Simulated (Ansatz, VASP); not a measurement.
## Sb: VASP beside Ansatz

The input INCAR:

```
PREC     = Accurate       # precision mode
ENCUT    = 500            # plane-wave cutoff, eV
EDIFF    = 1E-6           # SCF threshold, eV
ISMEAR   = -1             # smearing method
SIGMA    = 0.1            # smearing width, eV
LREAL    = F              # projectors in reciprocal space
LASPH    = T              # aspherical terms in the spheres
NELM     = 120            # most SCF steps
ALGO     = Normal         # electronic algorithm
ISIF     = 2              # what is computed and relaxed
LWAVE    = F              # write WAVECAR
LCHARG   = F              # write CHGCAR
GGA      = PS             # functional
NBANDS   = 12             # bands
GGA_COMPAT= F
```

File KPOINTS:

```
regular mesh
0
Gamma
  10 10 10
```

POSCAR

```
Sb
1.0
    0.0000000000      3.1202300791      3.1202300791
    3.1202300791      0.0000000000      3.1202300791
    3.1202300791      3.1202300791      0.0000000000
Sb
2
Direct
   -0.1250000000     -0.1250000000     -0.1250000000
    0.1250000000      0.1250000000      0.1250000000
```

Input for Ansatz:

```yaml
crystal:
  lattice:
    - [0.0, 3.1202300791, 3.1202300791]
    - [3.1202300791, 0.0, 3.1202300791]
    - [3.1202300791, 3.1202300791, 0.0]
  atoms:
    - { symbol: Sb, position: [-0.125, -0.125, -0.125] }
    - { symbol: Sb, position: [0.125, 0.125, 0.125] }
kpoints:
  mp_grid: { grid: [10, 10, 10] }
scf:
  occupations: { method: fermi_dirac, width: 0.1 }
hamiltonian:
  xc: pbesol
  pseudopotentials: { kind: all_electron, lapw: { basis_error: 0.001 } }
output:
  forces: true
  stress: true
  eigenvalues: true
  populations: true
```

Change from the starting cell: volume scaled by 0.75, LAPW.

Alike in both runs: task single point; functional PBEsol; k mesh 10 × 10 × 10; occupations fermi-dirac, width 0.1 eV; no spin polarisation.

|  | VASP | Ansatz |
| --- | --- | --- |
| version | VASP 6.6.1 | Ansatz 0.2.0 |
| potentials or method | VASP PAW PBE potentials, release 64 (Sb), cutoff 500 eV | all-electron LAPW, scalar-relativistic |

VASP gave:

* pressure (GPa): 18.5

Question: What did Ansatz give for the same quantities?

Answer: Pressure (GPa): 18.0.

VASP's potentials were made for PBE, not for PBEsol. Ansatz ran all-electron here, and VASP with PAW potentials.

Neither program's run includes spin-orbit coupling.
